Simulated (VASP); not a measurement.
# CoO (Fm-3m) in VASP: further runs, part 2 of 3

VASP 6.6.1. Earlier steps stand in the parts before.

### 3 Vibrations by perturbation theory, PBEsol, collinear spin, ferromagnetic start

Contents of INCAR:

```
ALGO = Normal
EDIFF = 1E-8
ENCUT = 520
GGA = PS
IBRION = 8
ISIF = 2
ISMEAR = -1
ISPIN = 2
LASPH = T
LCHARG = F
LMAXMIX = 4
LORBIT = 11
LREAL = F
LWAVE = F
MAGMOM = 2 0
NELM = 150
NSW = 1
PREC = Accurate
SIGMA = 0.05
```

Contents of KPOINTS:

```
k-points
0
Gamma
  8 8 8
```

Contents of POSCAR:

```
CoO
1.0
    0.0000000000      2.1315000000      2.1315000000
    2.1315000000      0.0000000000      2.1315000000
    2.1315000000      2.1315000000      0.0000000000
Co O
1 1
Direct
    0.0000000000      0.0000000000      0.0000000000
    0.5000000000      0.5000000000      0.5000000000
```

Potentials or basis: VASP PAW PBE potentials, release 64 (Co, O).

Started as:

```bash
$ cat potpaw_PBE.64/Co/POTCAR potpaw_PBE.64/O/POTCAR > POTCAR
$ mpirun -np 1 vasp_std > vasp.out
```

OUTCAR:

```text
EDIFF = 1E-8
   ENCUT = 520
   GGA = PS
   IBRION = 8
   ISIF = 2
   ISMEAR = -1
   ISPIN = 2
   LASPH = T
   LORBIT = 11
   LREAL = F
   NELM = 150
   NSW = 1
   PREC = Accurate

 ion  position               nearest neighbor table
   1  0.000  0.000  0.000-   2 2.13   2 2.13   2 2.13   2 2.13   2 2.13   2 2.13
   2  0.500  0.500  0.500-   1 2.13   1 2.13   1 2.13   1 2.13   1 2.13   1 2.13

  LATTYP: Found a face centered cubic cell.
 ALAT       =     4.2630000000

  Lattice vectors:

 A1 = (   0.0000000000,   2.1315000000,   2.1315000000)
 A2 = (   2.1315000000,   0.0000000000,   2.1315000000)
 A3 = (   2.1315000000,   2.1315000000,   0.0000000000)

Analysis of symmetry for initial positions (statically):
[... 25 lines left out ...]
The dynamic configuration has the point symmetry O_h .

Analysis of structural, dynamic, and magnetic symmetry:
[... 957 lines left out ...]
  y     0.00000     0.00000     0.00000     0.00000     0.00000     0.00000
  z     0.00000     0.00000     0.00000     0.00000     0.00000     0.00000

 SECOND DERIVATIVES (NOT SYMMETRIZED)
 ------------------------------------
               1X          1Y          1Z          2X          2Y          2Z
  1X    -0.035500    0.000000    0.000000    0.035500    0.000000    0.000000
  1Y     0.000000   -0.035500    0.000000    0.000000    0.035500    0.000000
  1Z     0.000000    0.000000   -0.035500    0.000000    0.000000    0.035500
  2X     0.034782    0.000000    0.000000   -0.034782    0.000000    0.000000
  2Y     0.000000    0.034782    0.000000    0.000000   -0.034782    0.000000
  2Z     0.000000    0.000000    0.034782    0.000000    0.000000   -0.034782

 Eigenvectors and eigenvalues of the dynamical matrix
 ----------------------------------------------------

   1 f  =    0.823724 THz     5.175613 2PiTHz   27.476487 cm-1     3.406649 meV
             X         Y         Z           dx          dy          dz
      0.000000  0.000000  0.000000     0.460477   -0.070333   -0.000000
      2.131500  2.131500  2.131500    -0.874736    0.133606   -0.000000
[... 21 lines left out ...]
   6 f/i=    0.003469 THz     0.021796 2PiTHz    0.115711 cm-1     0.014346 meV
             X         Y         Z           dx          dy          dz
      0.000000  0.000000  0.000000    -0.001982   -0.043229   -0.883822
      2.131500  2.131500  2.131500    -0.001044   -0.022756   -0.465260

--------------------------------------------------------------------------------------------------------

 ELASTIC MODULI CONTR FROM IONIC RELAXATION (kBar)
 Direction    XX          YY          ZZ          XY          YZ          ZX
 --------------------------------------------------------------------------------
 XX           0.0000      0.0000      0.0000      0.0000      0.0000      0.0000
 YY           0.0000      0.0000      0.0000      0.0000      0.0000      0.0000
 ZZ           0.0000      0.0000      0.0000      0.0000      0.0000      0.0000
 XY           0.0000      0.0000      0.0000      0.0000      0.0000      0.0000
 YZ           0.0000      0.0000      0.0000      0.0000      0.0000      0.0000
 ZX           0.0000      0.0000      0.0000      0.0000      0.0000      0.0000
 --------------------------------------------------------------------------------

 total charge

# of ion       s       p       d       tot
------------------------------------------
    1        0.296   0.359   7.144   7.800
    2        1.551   3.397   0.000   4.947
--------------------------------------------------
tot          1.847   3.756   7.144  12.747

 magnetization (x)

# of ion       s       p       d       tot
------------------------------------------
    1        0.020   0.017   2.510   2.547
    2        0.029   0.279   0.000   0.308
--------------------------------------------------
tot          0.049   0.296   2.510   2.854
```

stdout:

```text
POSCAR found type information on POSCAR CoO
 POSCAR found :  2 types and       2 ions
 scaLAPACK will be used
 -----------------------------------------------------------------------------
|                                                                             |
|                                                                             |
|     You enforced a specific xc type in the INCAR file but a different       |
|     I HOPE YOU KNOW WHAT YOU ARE DOING!                                     |
|                                                                             |
 -----------------------------------------------------------------------------

 LDA part: xc-table for (Slater+PW92), standard interpolation
 POSCAR, INCAR and KPOINTS ok, starting setup
 FFT: planning ... GRIDC
 FFT: planning ... GRID_SOFT
 FFT: planning ... GRID
 WAVECAR not read
 entering main loop
 Linear response reoptimize wavefunctions to high precision
 Linear response DOF=           2
 Linear response progress:
 first order change of Fermi-energy  -0.13061E-02
 force on displaced ion       1 direction 1 :  -0.035   0.000   0.000
 Linear response progress:
 first order change of Fermi-energy   0.25989E-02
 force on displaced ion       2 direction 1 :  -0.035   0.000   0.000
 Linear response finished
```

It took 2.2 min on 1 thread of Intel Xeon 6975P-C, shared host; peak memory 0.21 GiB.

What came out:

```
Net moment                                              : 2.91 μB per cell
Site moments                                            : Co +2.55; O +0.31 μB
Valence electrons inside the program's atomic spheres   : Co 7.80; O 4.95
Highest phonon frequency at Γ, LO-TO splitting left out : 27 cm⁻¹
```

Phonon frequencies in cm⁻¹ (negative: imaginary):
```csv
q point,frequencies
"(0.000, 0.000, 0.000)",0 0 0 27 27 27
```

Caveat: the cell wasn't relaxed at this level first, which shifts response properties; the PAW data sets were made with another functional, which shifts forces and pressure a little; a cell with one magnetic atom can't hold antiferromagnetic order, which such compounds often take.

### 4 Vibrations by perturbation theory, PBEsol, collinear spin, ferromagnetic start

Contents of INCAR:

```
SYSTEM = CoO
PREC = Accurate ; ENCUT = 520
EDIFF = 1E-8 ; ISMEAR = -1
SIGMA = 0.05 ; LREAL = .False.
LASPH = .True. ; NELM = 150
ALGO = Normal ; ISIF = 2
LWAVE = .False. ; LCHARG = .False.
ISPIN = 2 ; MAGMOM = 2 0
LORBIT = 11 ; LMAXMIX = 4
GGA = PS ; NBANDS = 18
IBRION = 8 ; NSW = 1
```

Contents of KPOINTS:

```
Automatic mesh
0
Gamma
  8 8 8
  0 0 0
```

POSCAR is that of step 3.

Potentials or basis: VASP PAW PBE potentials, release 64 (Co, O).

Started as:

```bash
$ cat potpaw_PBE.64/Co/POTCAR potpaw_PBE.64/O/POTCAR > POTCAR
$ mpirun -np 1 vasp_std > vasp.out
```

OUTCAR:

```text
SYSTEM = CoO
   PREC = Accurate
   ENCUT = 520
   EDIFF = 1E-8
   ISMEAR = -1
   LREAL = .False.
   LASPH = .True.
   NELM = 150
   ISIF = 2
   ISPIN = 2
   LORBIT = 11
   GGA = PS
   IBRION = 8
   NSW = 1

 ion  position               nearest neighbor table
   1  0.000  0.000  0.000-   2 2.13   2 2.13   2 2.13   2 2.13   2 2.13   2 2.13
   2  0.500  0.500  0.500-   1 2.13   1 2.13   1 2.13   1 2.13   1 2.13   1 2.13

  LATTYP: Found a face centered cubic cell.
 ALAT       =     4.2630000000

  Lattice vectors:

 A1 = (   0.0000000000,   2.1315000000,   2.1315000000)
 A2 = (   2.1315000000,   0.0000000000,   2.1315000000)
 A3 = (   2.1315000000,   2.1315000000,   0.0000000000)

Analysis of symmetry for initial positions (statically):
[... 25 lines left out ...]
The dynamic configuration has the point symmetry O_h .

Analysis of structural, dynamic, and magnetic symmetry:
=====================================================================
 Subroutine PRICEL returns:
[... 7 lines left out ...]
 out of a pool of 48 trial point group operations.

The overall configuration has the point symmetry O_h .

 Subroutine INISYM returns: Found 48 space group operations
[... 5 lines left out ...]
                                     Primitive cell

  volume of cell :      19.3681

  direct lattice vectors                    reciprocal lattice vectors
     0.000000000  2.131500000  2.131500000    -0.234576589  0.234576589  0.234576589
     2.131500000  0.000000000  2.131500000     0.234576589 -0.234576589  0.234576589
     2.131500000  2.131500000  0.000000000     0.234576589  0.234576589 -0.234576589

  length of vectors
     3.014396208  3.014396208  3.014396208     0.406298571  0.406298571  0.406298571

  position of ions in fractional coordinates (direct lattice)
     0.000000000  0.000000000  0.000000000
     0.500000000  0.500000000  0.500000000

  ion indices of the primitive-cell ions
   primitive index   ion index
                 1           1
                 2           2

----------------------------------------------------------------------------------------

 KPOINTS: Automatic mesh

Automatic generation of k-mesh.
 Grid dimensions read from file:
 generate k-points for:    8    8    8

 Generating k-lattice:

  Cartesian coordinates                     Fractional coordinates (reciprocal lattice)
    -0.029322074  0.029322074  0.029322074     0.125000000  0.000000000  0.000000000
     0.029322074 -0.029322074  0.029322074     0.000000000  0.125000000  0.000000000
     0.029322074  0.029322074 -0.029322074     0.000000000  0.000000000  0.125000000

  Length of vectors
     0.050787321  0.050787321  0.050787321

  Shift w.r.t. Gamma in fractional coordinates (k-lattice)
     0.000000000  0.000000000  0.000000000

 Subroutine IBZKPT returns following result:
[... 617 lines left out ...]
  band No.  band energies     occupation
      1     -11.8914      1.00000
      2       5.1698      1.00000
      3       5.1698      1.00000
      4       5.1698      1.00000
      5       6.6910      1.00000
      6       6.6910      1.00000
[... 496 lines left out ...]
 [... further k-points ...]
[... 5 lines left out ...]
  --------------------------------------------------------------------------------------
  -------------------------------------------------------------------------------------
  Total       -1.4046713     -1.4046713     -1.4046713      0.0000000      0.0000000      0.0000000
  in kB     -116.1981687   -116.1981687   -116.1981687      0.0000000      0.0000000      0.0000000
  external PRESSURE =    -116.1981687 kB  Pullay stress =       0.0000000 kB

 VOLUME and BASIS-vectors are now :
 -----------------------------------------------------------------------------
  energy-cutoff  :      520.00
  volume of cell :       19.37
      direct lattice vectors                 reciprocal lattice vectors
     0.000000000  2.131500000  2.131500000    -0.234576589  0.234576589  0.234576589
     2.131500000  0.000000000  2.131500000     0.234576589 -0.234576589  0.234576589
     2.131500000  2.131500000  0.000000000     0.234576589  0.234576589 -0.234576589

 POSITION                                       TOTAL-FORCE (eV/Angst)
 -----------------------------------------------------------------------------------
      0.00000      0.00000      0.00000         0.000000      0.000000      0.000000
      2.13150      2.13150      2.13150        -0.000000     -0.000000     -0.000000
 -----------------------------------------------------------------------------------
    total drift:                                0.000000     -0.000000     -0.000000

  FREE ENERGIE OF THE ION-ELECTRON SYSTEM (eV)
  ---------------------------------------------------
  free  energy   TOTEN  =       -13.9593859616 eV

  energy  without entropy=      -13.9250849731  energy(sigma->0) =      -13.94223547

[... ionic steps 2 to 3 ...]

--------------------------------------- Ionic step        4  -------------------------------------------

------------------------ aborting loop because EDIFF is reached ----------------------------------------

[... ionic steps 5 to 6 ...]

--------------------------------------- Ionic step        7  -------------------------------------------

 Free energy of the ion-electron system (eV)
  ---------------------------------------------------
  ---------------------------------------------------
  free energy    TOTEN  =        -0.35522833 eV

  energy without entropy =       -0.35522834

------------------------ aborting loop because EDIFF is reached ----------------------------------------

 INTERNAL STRAIN TENSOR  FOR ION    2  DIRECTION 1   (eV/Angst):
 -----------------------------------------------------------------------------
    -0.01376  0.00000  0.00000
     0.00000  0.01136 -0.00000
    -0.00000 -0.00000  0.01136

 INTERNAL STRAIN TENSOR FOR ION    2 for displacements in x,y,z  (eV/Angst):
          X           Y           Z          XY          YZ          ZX
  --------------------------------------------------------------------------------
  x     0.00000     0.00000     0.00000     0.00000     0.00000     0.00000
  y     0.00000     0.00000     0.00000     0.00000     0.00000     0.00000
  z     0.00000     0.00000     0.00000     0.00000     0.00000     0.00000

 SECOND DERIVATIVES (NOT SYMMETRIZED)
 ------------------------------------
               1X          1Y          1Z          2X          2Y          2Z
  1X    -0.035494    0.000000    0.000000    0.035494    0.000000    0.000000
  1Y     0.000000   -0.035494    0.000000    0.000000    0.035494    0.000000
  1Z     0.000000    0.000000   -0.035494    0.000000    0.000000    0.035494
  2X     0.033076    0.000000    0.000000   -0.033076    0.000000    0.000000
  2Y     0.000000    0.033076    0.000000    0.000000   -0.033076    0.000000
  2Z     0.000000    0.000000    0.033076    0.000000    0.000000   -0.033076

 Eigenvectors and eigenvalues of the dynamical matrix
 ----------------------------------------------------

   1 f  =    0.807823 THz     5.075703 2PiTHz   26.946083 cm-1     3.340887 meV
             X         Y         Z           dx          dy          dz
      0.000000  0.000000  0.000000    -0.267476    0.392665    0.000000
      2.131500  2.131500  2.131500     0.495379   -0.727234    0.000000
[... 21 lines left out ...]
   6 f/i=    0.011910 THz     0.074833 2PiTHz    0.397278 cm-1     0.049256 meV
             X         Y         Z           dx          dy          dz
      0.000000  0.000000  0.000000     0.005380   -0.017817   -0.879730
      2.131500  2.131500  2.131500     0.002905   -0.009620   -0.475004

--------------------------------------------------------------------------------------------------------

 ELASTIC MODULI CONTR FROM IONIC RELAXATION (kBar)
 Direction    XX          YY          ZZ          XY          YZ          ZX
 --------------------------------------------------------------------------------
 XX           0.0000      0.0000      0.0000      0.0000      0.0000      0.0000
 YY           0.0000      0.0000      0.0000      0.0000      0.0000      0.0000
 ZZ           0.0000      0.0000      0.0000      0.0000      0.0000      0.0000
 XY           0.0000      0.0000      0.0000      0.0000      0.0000      0.0000
 YZ           0.0000      0.0000      0.0000      0.0000      0.0000      0.0000
 ZX           0.0000      0.0000      0.0000      0.0000      0.0000      0.0000
 --------------------------------------------------------------------------------

 total charge

# of ion       s       p       d       tot
------------------------------------------
    1        0.296   0.359   7.144   7.800
    2        1.551   3.397   0.000   4.947
--------------------------------------------------
tot          1.847   3.756   7.144  12.747

 magnetization (x)

# of ion       s       p       d       tot
------------------------------------------
    1        0.020   0.017   2.510   2.547
    2        0.029   0.279   0.000   0.308
--------------------------------------------------
tot          0.049   0.296   2.510   2.854
```

Wall time 3.6 min (1 thread of Intel Xeon Platinum 8259CL at 2.50GHz (Skylake/Cascade Lake), shared host); peak memory 0.23 GiB.

Results:

* Net moment: 2.91 μB per cell
* Site moments: Co +2.55; O +0.31 μB
* Valence electrons inside the program's atomic spheres: Co 7.80; O 4.95
* Highest phonon frequency at Γ, LO-TO splitting left out: 27 cm⁻¹

Phonon frequencies in cm⁻¹ (negative: imaginary):
```
              q point     frequencies
(0.000, 0.000, 0.000)  0 0 0 27 27 27
```

Caveat: the cell wasn't relaxed at this level first, which shifts response properties; the PAW data sets were made with another functional, which shifts forces and pressure a little; a cell with one magnetic atom can't hold antiferromagnetic order, which such compounds often take.

[end of part 2 of 3]
